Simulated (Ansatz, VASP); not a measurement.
One calculation of Al, two programs

Contents of INCAR:

```
ALGO     = Normal         # electronic algorithm
EDIFF    = 1E-6           # SCF threshold, eV
ENCUT    = 520            # plane-wave cutoff, eV
GGA      = CA             # functional
ISIF     = 2              # what is computed and relaxed
ISMEAR   = -1             # smearing method
LASPH    = True           # aspherical terms in the spheres
LCHARG   = False          # write CHGCAR
LREAL    = False          # projectors in reciprocal space
LWAVE    = False          # write WAVECAR
NBANDS   = 8              # bands
NELM     = 80             # most SCF steps
PREC     = Accurate       # precision mode
SIGMA    = 0.05           # smearing width, eV
```

File KPOINTS:

```
k-points
0
Gamma
  12 12 12
```

The input POSCAR:

```
Al
1.0
   -1.5587357247      1.5587357247      1.5587357247
    1.5587357247     -1.5587357247      1.5587357247
    1.5587357247      1.5587357247     -1.5587357247
Al
1
Direct
    0.0000000000      0.0000000000      0.0000000000
```

The input input.yaml:

```yaml
crystal:
  lattice:
    - [-1.5587357247, 1.5587357247, 1.5587357247]
    - [1.5587357247, -1.5587357247, 1.5587357247]
    - [1.5587357247, 1.5587357247, -1.5587357247]
  atoms:
    - { symbol: Al, position: [0.0, 0.0, 0.0] }
kpoints:
  mp_grid: { grid: [12, 12, 12] }
scf:
  occupations: { method: fermi_dirac, width: 0.05 }
hamiltonian:
  xc: lda
  pseudopotentials: { kind: all_electron, lapw: { basis_error: 0.001 } }
output:
  forces: true
  stress: true
  eigenvalues: true
```

Change from the starting cell: volume scaled by 0.94.

Alike in both runs: task single point; functional LDA; k mesh 12 × 12 × 12; occupations fermi-dirac, width 0.05 eV; no spin polarisation.

|  | VASP | Ansatz |
| --- | --- | --- |
| version | VASP 6.6.1 | Ansatz 0.2.0 |
| potentials or method | VASP PAW LDA potentials, release 64 (Al), cutoff 520 eV | all-electron LAPW, scalar-relativistic |

|  | VASP | Ansatz | Ansatz less VASP |
| --- | --- | --- | --- |
| gap on the k mesh at the Fermi level (eV) | none | none | - |
| pressure (GPa) | 5.9 | 5.8 | -0.10 |

LDA's correlation is that of Perdew and Zunger in VASP and of Perdew and Wang (1992) in Ansatz. A gap of «none» marks a metal or a gap that the smearing closes. Ansatz ran all-electron here, and VASP with PAW potentials.
